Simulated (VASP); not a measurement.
# P (Fm-3m) in VASP: notebook

P is run at these levels: PBE; tasks: single point.

All numbers are computed with VASP 6.6.1; they aren't measurements. Logs are shortened: lines on timing, memory, paths and dates and some standing lists are left out, and cuts for length are marked.

## Step 1: The cell of the first run

Symmetry: Fm-3m, No. 225, cubic system. The conventional cell has a = 3.463 Å, b = 3.463 Å, c = 3.463 Å, α = 90.00°, β = 90.00°, γ = 90.00°. Within 3.2 Å of P (site symmetry m-3m) lie 12 P at 2.45 Å.

This isn't the form of P at room conditions, which is orthorhombic.

## Step 2: Single point, PBE

Input file INCAR:

```
PREC = Accurate
ENCUT = 500
EDIFF = 1E-6
ISMEAR = -1
SIGMA = 0.05
LREAL = False
LASPH = True
NELM = 120
ALGO = Normal
ISIF = 2
LWAVE = False
LCHARG = False
GGA = PE
NBANDS = 8
GGA_COMPAT = False
```

Input file KPOINTS:

```
Automatic mesh
0
Gamma
  21 21 21
```

Input file POSCAR:

```
P
1.0
    0.0000000000      1.7317382220      1.7317382220
    1.7317382220      0.0000000000      1.7317382220
    1.7317382220      1.7317382220      0.0000000000
P
1
Direct
    0.0000000000      0.0000000000      0.0000000000
```

Potentials or basis: VASP PAW PBE potentials, release 64 (P).

Started as:

```bash
cat potpaw_PBE.64/P/POTCAR > POTCAR
mpirun -np 1 vasp_std > vasp.out
```

OUTCAR:

```text
PREC = Accurate
   ENCUT = 500
   EDIFF = 1E-6
   ISMEAR = -1
   LREAL = False
   LASPH = True
   NELM = 120
   ISIF = 2
   GGA = PE

 ion  position               nearest neighbor table
   1  0.000  0.000  0.000-

  LATTYP: Found a face centered cubic cell.
 ALAT       =     3.4634764440

  Lattice vectors:

 A1 = (   0.0000000000,   1.7317382220,   1.7317382220)
 A2 = (   1.7317382220,   0.0000000000,   1.7317382220)
 A3 = (   1.7317382220,   1.7317382220,   0.0000000000)

Analysis of symmetry for initial positions (statically):
=====================================================================
 Subroutine PRICEL returns:
 Original cell was already a primitive cell.

 Routine SETGRP: Setting up the symmetry group for a
 face centered cubic supercell.

 Subroutine GETGRP returns: Found 48 space group operations
 (whereof 48 operations were pure point group operations)
 out of a pool of 48 trial point group operations.

The static configuration has the point symmetry O_h .

Analysis of symmetry for dynamics (positions and initial velocities):
=====================================================================
 Subroutine PRICEL returns:
 Original cell was already a primitive cell.

 Routine SETGRP: Setting up the symmetry group for a
 face centered cubic supercell.

 Subroutine GETGRP returns: Found 48 space group operations
 (whereof 48 operations were pure point group operations)
 out of a pool of 48 trial point group operations.

The dynamic configuration has the point symmetry O_h .

 Subroutine INISYM returns: Found 48 space group operations
 (whereof 48 operations are pure point group operations),
 and found     1 'primitive' translations

----------------------------------------------------------------------------------------

                                     Primitive cell

  volume of cell :      10.3867

  direct lattice vectors                    reciprocal lattice vectors
     0.000000000  1.731738222  1.731738222    -0.288727242  0.288727242  0.288727242
     1.731738222  0.000000000  1.731738222     0.288727242 -0.288727242  0.288727242
     1.731738222  1.731738222  0.000000000     0.288727242  0.288727242 -0.288727242

  length of vectors
     2.449047680  2.449047680  2.449047680     0.500090252  0.500090252  0.500090252

  position of ions in fractional coordinates (direct lattice)
     0.000000000  0.000000000  0.000000000

  ion indices of the primitive-cell ions
   primitive index   ion index
                 1           1

----------------------------------------------------------------------------------------

 KPOINTS: Automatic mesh

Automatic generation of k-mesh.
 Grid dimensions read from file:
 generate k-points for:   21   21   21

 Generating k-lattice:

  Cartesian coordinates                     Fractional coordinates (reciprocal lattice)
    -0.013748916  0.013748916  0.013748916     0.047619048  0.000000000  0.000000000
     0.013748916 -0.013748916  0.013748916     0.000000000  0.047619048  0.000000000
     0.013748916  0.013748916 -0.013748916     0.000000000  0.000000000  0.047619048

  Length of vectors
     0.023813822  0.023813822  0.023813822

  Shift w.r.t. Gamma in fractional coordinates (k-lattice)
     0.000000000  0.000000000  0.000000000

 Subroutine IBZKPT returns following result:
 ===========================================

 Found    286 irreducible k-points:

 Following reciprocal coordinates:
            Coordinates               Weight
  0.000000  0.000000  0.000000      1.000000
  0.047619  0.000000  0.000000      8.000000
  0.095238  0.000000  0.000000      8.000000
  0.142857  0.000000  0.000000      8.000000
  0.190476  0.000000  0.000000      8.000000
  0.238095  0.000000  0.000000      8.000000
[... 16 lines left out ...]
 -0.428571  0.047619  0.000000     24.000000
 -0.380952  0.047619  0.000000     24.000000
 [... further k-points ...]
   k-points           NKPTS =    286   k-points in BZ     NKDIM =    286   number of bands    NBANDS=      8
   number of dos      NEDOS =    301   number of ions     NIONS =      1
   total plane-waves  NPLWV =   5832
   dimension x,y,z NGX =    18 NGY =   18 NGZ =   18
   dimension x,y,z NGXF=    36 NGYF=   36 NGZF=   36
   ions per type =               1
   NGX,Y,Z   is equivalent  to a cutoff of  12.22, 12.22, 12.22 a.u.
   NGXF,Y,Z  is equivalent  to a cutoff of  24.44, 24.44, 24.44 a.u.
 SYSTEM =  unknown system
   PREC   = accura    normal or accurate (medium, high low for compatibility)
   ISTART =      0    job   : 0-new  1-cont  2-samecut
   ICHARG =      2    charge: 1-file 2-atom 10-const
   ISPIN  =      1    spin polarized calculation?
   LNONCOLLINEAR =      F non collinear calculations
   LSORBIT =      F    spin-orbit coupling
   LASPH  =      T    aspherical Exc in radial PAW
   ENCUT  =  500.0 eV  36.75 Ry    6.06 a.u.   4.47  4.47  4.47*2*pi/ulx,y,z
   NELM   =    120;   NELMIN=  2; NELMDL= -5     # of ELM steps
   EDIFF  = 0.1E-05   stopping-criterion for ELM
   LREAL  =      F    real-space projection
   EDIFFG = 0.1E-04   stopping-criterion for IOM
   NSW    =      0    number of steps for IOM
   IBRION =     -1    ionic relax: 0-MD 1-quasi-New 2-CG
   NFREE  =      0    steps in history (QN), initial steepest desc. (CG)
   ISIF   =      2    stress and relaxation
   ISYM   =      2    0-nonsym 1-usesym 2-fastsym
   POTIM  = 0.5000    time-step for ionic-motion
   TEBEG  =    0.0;   TEEND  =   0.0 temperature during run
   PSTRESS=    0.0 pullay stress
   NELECT =       5.0000    total number of electrons
   NUPDOWN=      -1.0000    fix difference up-down
   EMIN   =  10.00;   EMAX   =-10.00  energy-range for DOS
   EFERMI =   0.00;   METHOD = LEGACY
   ISMEAR =    -1;   SIGMA  =   0.05  broadening in eV -4-tet -1-fermi 0-gaus
   EFERMI_NEDOS =   21; number of points for ismear=-14 and -15
   IALGO  =     38    algorithm
   IMIX   =      4    mixing-type and parameters
     AMIX     =   0.40;   BMIX     =  1.00
     AMIX_MAG =   1.60;   BMIX_MAG =  1.00
  volume/ion in A,a.u.               =      10.39        70.09
  Fermi-wavevector in a.u.,A,eV,Ry     =   1.283037  2.424589 22.397700  1.646185
  Thomas-Fermi vector in A             =   2.415314
   LORBIT       =      0    0 simple, 1 ext, 2 COOP (PROOUT), +10 PAW based schemes
   GGA     = PE    functional components
   LHFCALC =     F    Hartree Fock is set to
   AEXX    =    0.0000 exact exchange contribution
   IVDW    =     0    specifies the selected vdW correction
   LEPSILON=     F    determine dielectric tensor
   LRPA    =     F    only Hartree local field effects (RPA)
 non-spin polarized calculation
  energy-cutoff  :      500.00
  volume of cell :       10.39
 maximum number of plane-waves:       279
 NGX is ok and might be reduce to    18
   NGX =  9   NGY =  9   NGZ =  9

 number of electron       4.9999999 magnetization

 Free energy of the ion-electron system (eV)
  ---------------------------------------------------
  ext. energy  EPLUGINS =         0.00000000
  ---------------------------------------------------
  free energy    TOTEN  =        -3.93933488 eV

  energy without entropy =       -3.93584423  energy(sigma->0) =       -3.93758956

 E-fermi :  15.3281     XC(G=0): -13.0108

 val. band max:       15.3264230519   @ k =   0.4762   0.4286   0.0476
 cond. band min:      15.3556260039   @ k =   0.2857   0.1429   0.0000
 fundamental gap:      0.0292029520
 Fermi energy:        15.3281360897

 k-point     1 :       0.0000    0.0000    0.0000
  band No.  band energies     occupation
      1      -5.0681      2.00000
      2      25.7806      0.00000
      3      25.7806      0.00000
      4      25.7806      0.00000
      5      27.4646      0.00000
      6      27.4646      0.00000
      7      27.4646      0.00000
      8      34.7259      0.00000

 k-point     2 :       0.0476    0.0000    0.0000
  band No.  band energies     occupation
      1      -4.9871      2.00000
      2      24.3727      0.00000
      3      25.4025      0.00000
      4      25.4025      0.00000
      5      27.9403      0.00000
      6      27.9403      0.00000
      7      28.2246      0.00000
      8      35.3617      0.00000

 k-point     3 :       0.0952    0.0000    0.0000
  band No.  band energies     occupation
      1      -4.7439      2.00000
      2      22.0817      0.00000
      3      24.7586      0.00000
      4      24.7586      0.00000
      5      28.8100      0.00000
      6      28.8402      0.00000
      7      28.8402      0.00000
      8      34.5556      0.00000

 k-point     4 :       0.1429    0.0000    0.0000
  band No.  band energies     occupation
      1      -4.3392      2.00000
      2      19.6378      0.00000
      3      24.1556      0.00000
      4      24.1556      0.00000
      5      28.9934      0.00000
      6      29.6812      0.00000
      7      29.6812      0.00000
      8      33.7789      0.00000

 k-point     5 :       0.1905    0.0000    0.0000
  band No.  band energies     occupation
      1      -3.7738      2.00000
      2      17.1931      0.00000
      3      23.6529      0.00000
      4      23.6529      0.00000
      5      28.9976      0.00000
      6      29.9254      0.00000
      7      29.9254      0.00000
      8      33.7314      0.00000
[... 177 lines left out ...]
 k-point    22 :      -0.4762    0.0476    0.0000
  band No.  band energies     occupation
      1       3.2919      2.00000
      2       4.3108      2.00000
      3      21.8185      0.00000
      4      22.3664      0.00000
      5      26.0692      0.00000
      6      26.6899      0.00000
      7      29.6459      0.00000
      8      33.6914      0.00000

 k-point    23 :      -0.4286    0.0476    0.0000
  band No.  band energies     occupation
      1       1.9347      2.00000
      2       5.8601      2.00000
      3      21.5679      0.00000
      4      22.6916      0.00000
      5      26.5039      0.00000
      6      26.5513      0.00000
      7      29.5774      0.00000
      8      33.9180      0.00000

 k-point    24 :      -0.3810    0.0476    0.0000
  band No.  band energies     occupation
      1       0.5593      2.00000
      2       7.7149      2.00000
      3      21.4065      0.00000
      4      23.0364      0.00000
      5      26.6601      0.00000
      6      27.1182      0.00000
      7      29.4838      0.00000
      8      34.4106      0.00000

 [... further k-points ...]

------------------------ aborting loop because EDIFF is reached ----------------------------------------

  FORCE on cell =-STRESS in cart. coord.  units (eV):
  Direction    XX          YY          ZZ          XY          YZ          ZX
  --------------------------------------------------------------------------------------
  -------------------------------------------------------------------------------------
  Total        3.8381849      3.8381849      3.8381849     -0.0000000     -0.0000000     -0.0000000
  in kB      592.0518698    592.0518698    592.0518698     -0.0000000     -0.0000000     -0.0000000
  external PRESSURE =     592.0518698 kB  Pullay stress =       0.0000000 kB

 VOLUME and BASIS-vectors are now :
 -----------------------------------------------------------------------------
  energy-cutoff  :      500.00
  volume of cell :       10.39
      direct lattice vectors                 reciprocal lattice vectors
     0.000000000  1.731738222  1.731738222    -0.288727242  0.288727242  0.288727242
     1.731738222  0.000000000  1.731738222     0.288727242 -0.288727242  0.288727242
     1.731738222  1.731738222  0.000000000     0.288727242  0.288727242 -0.288727242

 POSITION                                       TOTAL-FORCE (eV/Angst)
 -----------------------------------------------------------------------------------
      0.00000      0.00000      0.00000         0.000000      0.000000      0.000000
 -----------------------------------------------------------------------------------
    total drift:                               -0.000000      0.000000     -0.000000

  FREE ENERGIE OF THE ION-ELECTRON SYSTEM (eV)
  ---------------------------------------------------
  free  energy   TOTEN  =        -3.9393348813 eV

  energy  without entropy=       -3.9358442314  energy(sigma->0) =       -3.93758956
```

Wall time 6.9 s (1 thread of AMD EPYC 9R45 (Zen 5), shared host); peak memory 0.09 GiB.

Results:

```
Free energy            : -3.9393 eV
Pressure               : 59.2 GPa
Band gap on the k mesh : zero (an odd number of electrons rules out a gap without spin polarisation)
```

Levels at points of the mesh, in eV from the Fermi level:
```csv
k point,band 1,band 2,band 3,band 4,band 5,band 6
"(0.00, 0.00, 0.00)",-20.40,10.45,10.45,10.45,12.14,12.14
```

Caveat: the cell stands under pressure.

## Step 3: Single point, PBE

This run uses another cell than the first one, of 11.21 Å³/atom.

Input file INCAR:

```
SYSTEM = P
  PREC = Accurate
  ENCUT = 500
  EDIFF = 1E-6
  ISMEAR = -1
  SIGMA = 0.05
  LREAL = .FALSE.
  LASPH = .TRUE.
  NELM = 120
  ALGO = Normal
  ISIF = 2
  LWAVE = .FALSE.
  LCHARG = .FALSE.
  GGA = PE
  NBANDS = 8
  GGA_COMPAT = .FALSE.
```

Input file KPOINTS:

```
regular mesh
0
G
  21 21 21
  0 0 0
```

Input file POSCAR:

```
P
1.0
    0.0000000000      1.7764364231      1.7764364231
    1.7764364231      0.0000000000      1.7764364231
    1.7764364231      1.7764364231      0.0000000000
P
1
Direct
    0.0000000000      0.0000000000      0.0000000000
```

Potentials or basis: VASP PAW PBE potentials, release 64 (P).

Started as:

```bash
cat potpaw_PBE.64/P/POTCAR > POTCAR
mpirun -np 1 vasp_std > vasp.out
```

It took 6.8 s on 1 thread of AMD EPYC 9R45 (Zen 5), shared host; peak memory 0.1 GiB.

Results (log left out):

```
Free energy            : -4.1911 eV
Pressure               : 39.4 GPa
Band gap on the k mesh : zero (an odd number of electrons rules out a gap without spin polarisation)
```

Levels at points of the mesh, in eV from the Fermi level:
| k point | band 1 | band 2 | band 3 | band 4 | band 5 | band 6 | band 7 |
| --- | --- | --- | --- | --- | --- | --- | --- |
| (0.00, 0.00, 0.00) | -19.40 | 9.49 | 9.49 | 9.49 | 11.95 | 11.95 | 11.95 |

Caveat: the cell stands under pressure.
